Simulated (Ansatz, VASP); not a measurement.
SiC: VASP beside Ansatz

```
Si C
1.0
     0.00000    2.00476    2.00476
     2.00476    0.00000    2.00476
     2.00476    2.00476    0.00000
Si C
1 1
Direct
  0.00000 0.00000 0.00000
  0.50000 0.50000 0.50000
```

Alike in both runs: task single point; functional PBE0; k mesh 8 × 8 × 8; occupations gaussian, width 0.05 eV; no spin polarisation.

```csv
,VASP,Ansatz
version,VASP 6.6.1,Ansatz 0.2.0
potentials or method,"VASP PAW PBE potentials, release 64 (Si, C), cutoff 520 eV","scalar-relativistic, plane waves, PAW"
valence electrons in the cell,8,8
```

|  | VASP | Ansatz | Ansatz less VASP |
| --- | --- | --- | --- |
| gap on the k mesh at the Fermi level (eV) | 0.58 | 0.59 | +0.014 |
| least direct gap on the mesh (eV) | 5.50 | 5.50 | -0.003 |
| pressure (GPa) | -1.5 | -1.3 | +0.16 |

With one functional, cell and mesh, what is left measures potentials, basis and numerics. Ansatz's warnings: stress exchange threshold loose, stress scf threshold loose.
